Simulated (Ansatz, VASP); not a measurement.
BP: VASP beside Ansatz

```
B P
1.0
     0.00000    2.26900    2.08748
     2.26900    0.00000    2.08748
     2.26900    2.26900    0.00000
B P
1 1
Direct
  0.00000 0.00000 0.00000
  0.75000 0.75000 0.75000
```

Change from the starting cell: strain +0.000 along x and y, -0.080 along z, atoms carried along.

Alike in both runs: task single point; functional r2SCAN; k mesh 10 × 10 × 10; occupations gaussian, width 0.05 eV; no spin polarisation.

```csv
,VASP,Ansatz
version,VASP 6.6.1,Ansatz 0.2.0
potentials or method,"VASP PAW PBE potentials, release 64 (B, P), cutoff 520 eV","scalar-relativistic, plane waves, PAW"
valence electrons in the cell,8,8
```

Ansatz gave:

- gap on the k mesh at the Fermi level (eV): none
- pressure (GPa): 16.1
- traceless stress, the component that is largest in VASP (GPa): 14.92

**Question.** Which values does VASP return?

**Answer.** gap on the k mesh at the Fermi level (eV): none; pressure (GPa): 15.5; traceless stress, the component that is largest in VASP (GPa): 15.03.

VASP's potentials were made for PBE, not for r2SCAN. A gap of «none» marks a metal or a gap that the smearing closes. The functional is the same, so the differences come from potentials, cutoffs and numerics.
